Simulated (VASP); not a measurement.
A run of VASP 6.6.1 is set up as follows.

INCAR

```
SYSTEM = O
ALGO = Normal
EDIFF = 1E-7
ENCUT = 520
GGA = PS
ISIF = 2
ISMEAR = -1
LASPH = .True.
LCHARG = .False.
LREAL = .False.
LWAVE = .False.
NBANDS = 13
NELM = 60
PREC = Accurate
SIGMA = 0.05
```

Contents of KPOINTS:

```
k-points
0
Gamma
  6 6 6
  0 0 0
```

File POSCAR:

```
O
1.0
    3.0662248189      0.0000000000      0.0000000000
    1.5331124095      2.6554285869      0.0000000000
    1.5331124095      0.8851428623      2.5035620810
O
2
Direct
    0.2500000000      0.2500000000      0.2500000000
    0.0000000000      0.0000000000      0.0000000000
```

Potentials or basis: VASP PAW PBE potentials, release 64 (O).

Command:

```console
$ cat potpaw_PBE.64/O/POTCAR > POTCAR
$ mpirun -np 1 vasp_std > vasp.out
```

**Question.** Estimate the pressure.

**Answer.** -0.1 GPa.

**Question.** What does it give for the band gap on the k mesh?

**Answer.** Zero (band 6 reaches 1.31 eV, above the bottom of band 7 at 0.16 eV).

Caveat: the k points lie up to 0.42 Å⁻¹ apart; the PAW data sets were made with another functional, which shifts forces and pressure a little.
